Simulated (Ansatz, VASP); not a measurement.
# CaSe in VASP and in Ansatz

```xyz
2
Lattice="0.0000 3.2575 3.2575 3.2575 0.0000 3.2575 3.2575 3.2575 0.0000" Properties=species:S:1:pos:R:3 pbc="T T T"
Ca    0.0000    0.0000    0.0000
Se    1.6287    1.6287    1.6287
```

Alike in both runs: task single point; functional r2SCAN; k mesh 6 × 6 × 6; occupations gaussian, width 0.05 eV; no spin polarisation.

|  | VASP | Ansatz |
| --- | --- | --- |
| version | VASP 6.6.1 | Ansatz 0.2.0 |
| potentials or method | VASP PAW PBE potentials, release 64 (Ca_sv, Se), cutoff 520 eV | scalar-relativistic, plane waves, PAW |
| valence electrons in the cell | 16 | 26 |

|  | VASP | Ansatz | Ansatz less VASP |
| --- | --- | --- | --- |
| gap on the k mesh at the Fermi level (eV) | 3.76 | 3.77 | +0.013 |
| least direct gap on the mesh (eV) | 3.85 | 3.87 | +0.011 |
| pressure (GPa) | 0.9 | 0.7 | -0.20 |

VASP's potentials were made for PBE, not for r2SCAN. VASP's potentials hold 16 valence electrons a cell and Ansatz's 26, so a difference there can come from the potentials and not from the codes.
